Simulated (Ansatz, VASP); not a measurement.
# Two plane-wave programs on ScPb2

```
Sc Pb
1.0
     5.29881    0.00000    0.00000
    -2.64941    4.58891    0.00000
     0.00000    0.00000    3.36840
Sc Pb
1 2
Direct
  0.00000 0.00000 0.00000
  0.33333 0.66667 0.50000
  0.66667 0.33333 0.50000
```

Alike in both runs: task single point; functional PBE; k mesh 6 × 6 × 6; occupations gaussian, width 0.1 eV; no spin polarisation.

|  | VASP | Ansatz |
| --- | --- | --- |
| version | VASP 6.6.1 | Ansatz 0.2.0 |
| potentials or method | VASP PAW PBE potentials, release 64 (Sc_sv, Pb_d), cutoff 520 eV | scalar-relativistic, plane waves, PAW |
| valence electrons in the cell | 39 | 39 |

Ansatz gave:

* gap on the k mesh at the Fermi level (eV): none
* pressure (GPa): 2.4
* traceless stress, the component that is largest in VASP (GPa): -2.81

Problem. What did VASP give for the same quantities?

Solution. gap on the k mesh at the Fermi level (eV): none; pressure (GPa): 2.3; traceless stress, the component that is largest in VASP (GPa): -2.80.

A gap of «none» marks a metal or a gap that the smearing closes.

Neither program's run includes spin-orbit coupling.
